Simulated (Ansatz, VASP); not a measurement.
**ZrIn2Se3 in VASP and in Ansatz**

```
Zr In Se
1.0
     3.51393    0.00000    0.00000
     0.00000    3.51393    0.00000
     0.00000    0.00000   11.30460
Zr In Se
1 2 3
Direct
  0.50000 0.50000 0.50000
  0.50000 0.50000 0.84133
  0.50000 0.50000 0.15867
  0.00000 0.00000 0.00000
  0.00000 0.00000 0.63484
  0.00000 0.00000 0.36516
```

Change from the starting cell: species swapped into the MgSc3Ru2 type (P4/mmm, No. 123).

Alike in both runs: functional PBE; k mesh 6 × 6 × 2; occupations gaussian, width 0.1 eV; no spin polarisation.

Ansatz relaxed the structure, and its values are those at the end. VASP's run is a single point on that final structure, the one shown.

```csv
,VASP,Ansatz
version,VASP 6.6.1,Ansatz 0.2.0
potentials or method,"VASP PAW PBE potentials, release 64 (Zr_sv, In_d, Se), cutoff 520 eV","scalar-relativistic, plane waves, PAW"
valence electrons in the cell,56,86
```

|  | VASP | Ansatz | Ansatz less VASP |
| --- | --- | --- | --- |
| gap on the k mesh at the Fermi level (eV) | none | none | - |
| pressure (GPa) | 0.0 | 0.0 | -0.03 |

A gap of «none» marks a metal or a gap that the smearing closes. VASP's potentials hold 56 valence electrons a cell and Ansatz's 86, so a difference there can come from the potentials and not from the codes.
